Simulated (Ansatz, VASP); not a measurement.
## One calculation of AlN, two programs

```xyz
2
Lattice="0.0000 2.0345 2.0345 2.0345 0.0000 2.0345 2.0345 2.0345 0.0000" Properties=species:S:1:pos:R:3 pbc="T T T"
Al    2.0345    2.0345    2.0345
N     0.0000    0.0000    0.0000
```

Alike in both runs: task single point; functional PBE0; k mesh 6 × 6 × 6; occupations fermi-dirac, width 0.05 eV; no spin polarisation.

```csv
,VASP,Ansatz
version,VASP 6.6.1,Ansatz 0.2.0
potentials or method,"VASP PAW PBE potentials, release 64 (Al, N)",Ansatz PAW
plane-wave cutoff (eV),520,420
valence electrons in the cell,8,8
```

```csv
,VASP,Ansatz,Ansatz less VASP
gap on the k mesh at the Fermi level (eV),6.55,6.59,+0.044
least direct gap on the mesh (eV),7.67,7.65,-0.018
pressure (GPa),-7.5,-7.6,-0.08
```

With one functional, cell and mesh, what is left measures potentials, basis and numerics.

The k mesh is coarse, so the values compare programs but aren't converged.
